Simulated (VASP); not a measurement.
## Pt3Cl: single point with PBE

The system is Pt3Cl, a slab with vacuum.

```xyz
4
Lattice="2.8072 0.0000 0.0000 0.0000 2.8072 0.0000 0.0000 0.0000 19.3514" Properties=species:S:1:pos:R:3 pbc="T T T"
Pt    1.4036    1.4036    4.0000
Pt    0.0000    0.0000    5.9264
Pt    1.4036    1.4036    7.9337
Cl    1.4036    1.4036   10.2063
```

```yaml
Program: VASP 6.6.1
Task: single point
Functional: PBE
Potentials_or_basis: VASP PAW PBE potentials, release 64 (Pt, Cl)
Cutoff: 400 eV
k_mesh: 9 × 9 × 1
Occupations: gaussian, width 0.1 eV
Spin: no spin polarisation
```

```json
{"Largest force": "0.067 eV/Å", "Band gap on the k mesh": "zero (an odd number of electrons rules out a gap without spin polarisation)"}
```

Forces on the atoms (eV/Å):
```
Pt   0.000  0.000 -0.055
Pt   0.000  0.000  0.067
Pt   0.000  0.000  0.019
Cl   0.000  0.000 -0.031
```

Levels at points of the mesh, in eV from the Fermi level:
| k point | band 17 | band 18 | band 19 | band 20 | band 21 | band 22 |
| --- | --- | --- | --- | --- | --- | --- |
| (0.00, 0.00, 0.00) | -0.44 | -0.44 | 0.04 | 0.28 | 0.28 | 0.98 |

Run time: 41 s on 1 thread of AMD EPYC 9R45 96-Core Processor (Zen 5), on a shared host, peak memory 0.17 GiB.

Caveat: spin-orbit coupling is left out, which moves the levels of the heavy elements; an odd number of electrons without spin polarisation forces a metal; a magnetic or distorted state may lie lower.
